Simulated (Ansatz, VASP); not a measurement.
**C: VASP beside Ansatz**

File INCAR:

```
SYSTEM = C
ALGO     = Normal         ! electronic algorithm
EDIFF    = 1E-6           ! SCF threshold, eV
ENCUT    = 520            ! plane-wave cutoff, eV
GGA      = PS             ! functional
ISIF     = 2              ! what is computed and relaxed
ISMEAR   = 0              ! smearing method
IVDW     = 12             ! dispersion correction
LASPH    = .TRUE.         ! aspherical terms in the spheres
LCHARG   = .TRUE.         ! write CHGCAR
LELF     = .TRUE.         ! ELF
LREAL    = .FALSE.        ! projectors in reciprocal space
LVHAR    = .TRUE.       
LWAVE    = .FALSE.        ! write WAVECAR
NBANDS   = 11             ! bands
NELM     = 100            ! most SCF steps
PREC     = Accurate       ! precision mode
SIGMA    = 0.05           ! smearing width, eV
```

KPOINTS

```
k-points
0
G
  15 15 15
  0 0 0
```

The input POSCAR:

```
C
1.0
    1.2189287796      0.7037488590      3.2563122841
   -1.2189287796      0.7037488590      3.2563122841
    0.0000000000     -1.4074977180      3.2563122841
C
2
Direct
    0.1503118573      0.1828551861      0.1665835217
    0.8496881427      0.8171448139      0.8334164783
```

Input for Ansatz:

```yaml
crystal:
  lattice:
    - [1.2189287796, 0.703748859, 3.2563122841]
    - [-1.2189287796, 0.703748859, 3.2563122841]
    - [0.0, -1.407497718, 3.2563122841]
  atoms:
    - { symbol: C, position: [0.1503118573, 0.1828551861, 0.1665835217] }
    - { symbol: C, position: [0.8496881427, 0.8171448139, 0.8334164783] }
basis:
  ecutwfc: 520.0
kpoints:
  mp_grid: { grid: [15, 15, 15] }
hamiltonian:
  xc: pbesol
  dispersion: d3bj
scf:
  occupations: { method: gaussian, width: 0.05 }
output:
  forces: true
  stress: true
  eigenvalues: true
```

Change from the starting cell: mode 5 frozen in at -0.040 Å, equal normal strain along x, y and z -0.0083.

Alike in both runs: task single point; functional PBEsol; dispersion D3(BJ); k mesh 15 × 15 × 15; occupations gaussian, width 0.05 eV; no spin polarisation.

```csv
,VASP,Ansatz
version,VASP 6.6.1,Ansatz 0.2.0
potentials or method,"VASP PAW PBE potentials, release 64 (C), cutoff 520 eV","scalar-relativistic, plane waves, PAW"
valence electrons in the cell,8,8
```

|  | VASP | Ansatz | Ansatz less VASP |
| --- | --- | --- | --- |
| gap on the k mesh at the Fermi level (eV) | 0.14 | 0.14 | +0.001 |
| least direct gap on the mesh (eV) | 0.25 | 0.25 | 0.000 |
| pressure (GPa) | 11.9 | 11.2 | -0.66 |
| traceless stress, the component that is largest in VASP (GPa) | -11.69 | -11.49 | +0.202 |
| rms of the force components (eV/Å) | 2.704 | 2.699 | -0.0054 |

VASP's potentials were made for PBE, not for PBEsol. Atom by atom the forces differ by 0.005 eV/Å (rms over components).
